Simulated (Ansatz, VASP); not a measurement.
## KYSe2: VASP beside Ansatz

File POSCAR:

```
KYSe2
1.0
    4.3197464662      0.0000000000      0.0000000000
    0.0000000000      4.3197464662      0.0000000000
    0.0000000000      0.0000000000      5.8682760692
K Se Y
1 2 1
Direct
    0.0000000000      0.0000000000      0.0000000000
    0.0000000000      0.0000000000      0.5000000000
    0.5000000000      0.5000000000      0.0000000000
    0.5000000000      0.5000000000      0.5000000000
```

Contents of INCAR.step1:

```
SYSTEM = KYSe2
ALGO = Normal
EDIFF = 1E-4
ENCUT = 520
GGA = PE
ISMEAR = 0
LASPH = .True.
LCHARG = .False.
LREAL = .False.
LWAVE = .True.
NBANDS = 24
NELM = 100
PREC = Accurate
SIGMA = 0.01
```

Contents of INCAR.step2:

```
SYSTEM = KYSe2
ALGO = Normal
EDIFF = 1E-7
ENCUT = 520
ISIF = 2
ISMEAR = 0
ISTART = 1
LASPH = .True.
LCHARG = .False.
LMIXTAU = .True.
LREAL = .False.
LWAVE = .False.
METAGGA = R2SCAN
NBANDS = 24
NELM = 100
PREC = Accurate
SIGMA = 0.01
```

KPOINTS

```
k-points
0
Gamma
  4 4 4
  0 0 0
```

Input for Ansatz:

```yaml
crystal:
  lattice:
    - [4.3197464662, 0.0, 0.0]
    - [0.0, 4.3197464662, 0.0]
    - [0.0, 0.0, 5.8682760692]
  atoms:
    - { symbol: K, position: [0.0, 0.0, 0.0] }
    - { symbol: Se, position: [0.0, 0.0, 0.5] }
    - { symbol: "Y", position: [0.5, 0.5, 0.5] }
    - { symbol: Se, position: [0.5, 0.5, 0.0] }
kpoints:
  mp_grid: { grid: [4, 4, 4] }
hamiltonian:
  xc: r2scan
scf:
  occupations: { method: fixed }
output:
  optics:
    e_range: [0, 12]
    de: 0.05
    sigma: 0.1
    bands: { spectra_wanted_up_to: 12 }
```

Alike in both runs: task single point; functional r2SCAN; k mesh 4 × 4 × 4; no spin polarisation.

|  | VASP | Ansatz |
| --- | --- | --- |
| version | VASP 6.6.1 | Ansatz 0.2.0 |
| potentials or method | VASP PAW PBE potentials, release 64 (K_sv, Se, Y_sv) | plane waves, PAW |
| plane-wave cutoff (eV) | 520 | 500 |
| occupations | gaussian, width 0.01 eV | fixed |
| valence electrons in the cell | 32 | 52 |

```csv
,VASP,Ansatz,Ansatz less VASP
gap on the k mesh at the Fermi level (eV),0.50,0.49,-0.008
```

VASP's potentials were made for PBE, not for r2SCAN. VASP's potentials hold 32 valence electrons a cell and Ansatz's 52, so a difference there can come from the potentials and not from the codes.
